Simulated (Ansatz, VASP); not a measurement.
## One calculation of BaH, two programs

```
Ba H
1.0
    11.82778    0.00000    0.00000
     0.00000    4.05519    0.00000
     0.00000    0.00000    4.09388
Ba H
4 4
Direct
  0.12520 0.25000 0.24895
  0.87480 0.75000 0.75105
  0.37480 0.75000 0.74895
  0.62520 0.25000 0.25105
  0.87384 0.25000 0.25152
  0.12616 0.75000 0.74848
  0.62616 0.75000 0.75152
  0.37384 0.25000 0.24848
```

Alike in both runs: functional PBE; k mesh 2 × 4 × 4; occupations gaussian, width 0.1 eV; no spin polarisation.

Ansatz relaxed the structure, and its values are those at the end. VASP's run is a single point on that final structure, the one shown.

```csv
,VASP,Ansatz
version,VASP 6.6.1,Ansatz 0.2.0
potentials or method,"VASP PAW PBE potentials, release 64 (Ba_sv, H), cutoff 520 eV","scalar-relativistic, plane waves, PAW"
valence electrons in the cell,44,44
```

```csv
,VASP,Ansatz,Ansatz less VASP
gap on the k mesh at the Fermi level (eV),none,none,-
pressure (GPa),0.4,0.1,-0.34
```

A gap of «none» marks a metal or a gap that the smearing closes.

The k mesh is coarse, so the values compare programs but aren't converged. Neither program's run includes spin-orbit coupling.
